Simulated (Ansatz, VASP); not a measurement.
**Two plane-wave programs on AlN**

```xyz
2
Lattice="0.0000 2.0345 2.1159 2.0345 0.0000 2.1159 2.0345 2.0345 0.0000" Properties=species:S:1:pos:R:3 pbc="T T T"
Al    2.0345    2.0345    2.1159
N     0.0000    0.0000    0.0000
```

Change from the starting cell: strain +0.0400 x Voigt [0, 0, 1, 0, 0, 0], atoms carried along.

Alike in both runs: task single point; functional PBEsol; k mesh 10 × 10 × 10; occupations gaussian, width 0.05 eV; no spin polarisation.

|  | VASP | Ansatz |
| --- | --- | --- |
| version | VASP 6.6.1 | Ansatz 0.2.0 |
| potentials or method | VASP PAW PBE potentials, release 64 (Al, N), cutoff 520 eV | scalar-relativistic, plane waves, PAW |
| valence electrons in the cell | 8 | 8 |

|  | VASP | Ansatz | Ansatz less VASP |
| --- | --- | --- | --- |
| gap on the k mesh at the Fermi level (eV) | 3.74 | 3.75 | +0.003 |
| least direct gap on the mesh (eV) | 4.66 | 4.64 | -0.018 |
| pressure (GPa) | -12.8 | -12.7 | +0.09 |
| traceless stress, the component that is largest in VASP (GPa) | -4.80 | -4.78 | +0.019 |

VASP's potentials were made for PBE, not for PBEsol.
